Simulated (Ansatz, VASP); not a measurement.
**One calculation of AlN, two programs**

The input POSCAR:

```
AlN
1.0
    0.0000000000      2.0345180000      2.0345180000
    2.0345180000      0.0000000000      2.0345180000
    2.0345180000      2.0345180000      0.0000000000
Al N
1 1
Direct
    0.5000000000      0.5000000000      0.5000000000
    0.0000000000      0.0000000000      0.0000000000
```

INCAR.step1

```
SYSTEM = AlN
  ALGO = Normal
  EDIFF = 1E-5
  ENCUT = 660
  GGA = PE
  GGA_COMPAT = .FALSE.
  ISMEAR = 0
  LASPH = .TRUE.
  LCHARG = .FALSE.
  LREAL = .FALSE.
  LWAVE = .TRUE.
  NBANDS = 11
  NELM = 120
  PREC = Accurate
  SIGMA = 0.1
```

The input INCAR.step2:

```
SYSTEM = AlN
  ALGO = Normal
  BPARAM = 11.95
  CPARAM = 0.0093
  EDIFF = 1E-6
  ENCUT = 660
  GGA_COMPAT = .FALSE.
  ISIF = 2
  ISMEAR = 0
  ISTART = 1
  IVDW_NL = 2
  LASPH = .TRUE.
  LCHARG = .TRUE.
  LELF = .TRUE.
  LMIXTAU = .TRUE.
  LREAL = .FALSE.
  LUSE_VDW = .TRUE.
  LVHAR = .TRUE.
  LWAVE = .FALSE.
  METAGGA = R2SCAN
  NBANDS = 11
  NELM = 120
  PREC = Accurate
  SIGMA = 0.1
```

File KPOINTS:

```
k-points
0
G
  8 8 8
  0 0 0
```

Input for Ansatz:

```yaml
crystal:
  lattice:
    - [0.0, 2.034518, 2.034518]
    - [2.034518, 0.0, 2.034518]
    - [2.034518, 2.034518, 0.0]
  atoms:
    - { symbol: Al, position: [0.5, 0.5, 0.5] }
    - { symbol: "N", position: [0.0, 0.0, 0.0] }
basis:
  ecutwfc: 500
kpoints:
  mp_grid: { grid: [8, 8, 8] }
hamiltonian:
  xc: r2scan
  dispersion: rvv10
  pseudopotentials: { kind: paw }
scf:
  occupations: { method: gaussian, width: 0.1 }
output:
  forces: true
  stress: true
  eigenvalues: true
```

Alike in both runs: task single point; functional r2SCAN; dispersion rVV10; k mesh 8 × 8 × 8; occupations gaussian, width 0.1 eV; no spin polarisation.

|  | VASP | Ansatz |
| --- | --- | --- |
| version | VASP 6.6.1 | Ansatz 0.2.0 |
| potentials or method | VASP PAW PBE potentials, release 64 (Al, N), cutoff 660 eV | scalar-relativistic, plane waves, PAW |
| valence electrons in the cell | 8 | 8 |

VASP gave:

- gap on the k mesh at the Fermi level (eV): 5.27
- least direct gap on the mesh (eV): 6.21
- pressure (GPa): -7.6

Which values does Ansatz return?

gap on the k mesh at the Fermi level (eV): 5.27; least direct gap on the mesh (eV): 6.17; pressure (GPa): -7.0.

VASP's potentials were made for PBE, not for r2SCAN.
